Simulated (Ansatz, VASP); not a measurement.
Pt in VASP and in Ansatz

```xyz
1
Lattice="0.0000 1.9928 1.9928 1.9928 0.0000 1.9928 1.9928 1.9928 0.0000" Properties=species:S:1:pos:R:3 pbc="T T T"
Pt    0.0000    0.0000    0.0000
```

Alike in both runs: task single point; functional revPBE; k mesh 7 × 7 × 7; occupations fermi-dirac, width 0.1 eV; collinear spin.

|  | VASP | Ansatz |
| --- | --- | --- |
| version | VASP 6.6.1 | Ansatz 0.2.0 |
| potentials or method | VASP PAW PBE potentials, release 64 (Pt), cutoff 500 eV | plane waves (420 eV) with PAW, scalar-relativistic |
| valence electrons in the cell | 10 | 18 |

```csv
,VASP,Ansatz,Ansatz less VASP
net moment per atom (μB),0.00,0.00,0.000
```

VASP's potentials were made for PBE, not for revPBE. VASP's potentials hold 10 valence electrons a cell and Ansatz's 18, so a difference there can come from the potentials and not from the codes. Ansatz's warnings: seeded moment not kept.

The k mesh is coarse, so the values compare programs but aren't converged. Neither program's run includes spin-orbit coupling.
